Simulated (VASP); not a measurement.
Crystal: CdSe.

```xyz
2
Lattice="4.3420 0.0000 0.0000 2.1710 3.7603 0.0000 2.1710 1.2534 3.5452" Properties=species:S:1:pos:R:3 pbc="T T T"
Cd    0.0000    0.0000    0.0000
Se    6.5130    3.7603    2.6589
```

| Quantity | Value |
| --- | --- |
| Program | VASP 6.6.1 |
| Task | relaxation of cell and atoms |
| Functional | RPBE |
| Potentials or basis | VASP PAW PBE potentials, release 64 (Cd, Se) |
| Cutoff | 600 eV |
| k mesh | 6 × 6 × 6 |
| Occupations | gaussian, width 0.01 eV |
| Spin | no spin polarisation |

At the start: pressure 3.4 GPa; volume 28.94 Å³/atom.

**Question.** How do energy, volume and symmetry change on relaxing?

**Answer.** Over 3 steps the energy falls by 22.2 meV/atom and the volume is 31.16 Å³/atom (+7.7 %); space group F-43m (No. 216, to 0.05 Å).

Step by step:
| step | energy change (eV) | largest force (eV/Å) | pressure (GPa) | volume (Å³) |
| --- | --- | --- | --- | --- |
| 1 | 0.0000 | 0.0000 | 3.43 | 57.88 |
| 2 | -0.0428 | 0.0000 | -0.54 | 63.23 |
| 3 | -0.0444 | 0.0000 | 0.02 | 62.31 |

Final structure:
```
Cd Se
1.0
     4.45006    0.00000    0.00000
     2.22503    3.85386    0.00000
     2.22503    1.28462    3.63346
Cd Se
1 1
Direct
  0.00000 0.00000 0.00000
  0.75000 0.75000 0.75000
```

Caveat: the PAW data sets were made with another functional, which shifts forces and pressure a little.
